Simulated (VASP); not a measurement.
A run of VASP 6.6.1:

The input INCAR:

```
SYSTEM = Fe
ALGO = Normal
EDIFF = 1E-7
ENCUT = 520
GGA = PE
ISIF = 2
ISMEAR = 0
ISPIN = 2
LASPH = .TRUE.
LCHARG = .TRUE.
LELF = .TRUE.
LMAXMIX = 4
LORBIT = 11
LREAL = .FALSE.
LVHAR = .TRUE.
LWAVE = .FALSE.
MAGMOM = -1.77 -1.77 1.97
NBANDS = 23
NELM = 150
PREC = Accurate
SIGMA = 0.1
```

Contents of KPOINTS:

```
k-points
0
G
  8 8 8
  0 0 0
```

The input POSCAR:

```
Fe
1.0
   -1.2089028597      1.8021806506      3.7229482080
    1.2089028597     -1.8021806506      3.7229482080
    1.2089028597      1.8021806506     -3.7229482080
Fe
3
Direct
    0.8340023653      0.8340023653      0.0000000000
    0.1659976347      0.1659976347      0.0000000000
    0.5000000000      0.5000000000      0.0000000000
```

Potentials or basis: VASP PAW PBE potentials, release 64 (Fe).

Command:

```sh
$ cat potpaw_PBE.64/Fe/POTCAR > POTCAR
$ mpirun -np 1 vasp_std > vasp.out
```

Hardware: 1 thread of Intel(R) Xeon(R) Platinum 8488C (Sapphire Rapids), on a shared host.

Q: Estimate the wall time of this run.

A: It took 4.2 min on 1 thread of Intel(R) Xeon(R) Platinum 8488C (Sapphire Rapids) (shared host), peak memory 0.26 GiB. Counts: scf iterations 21, k points 95.
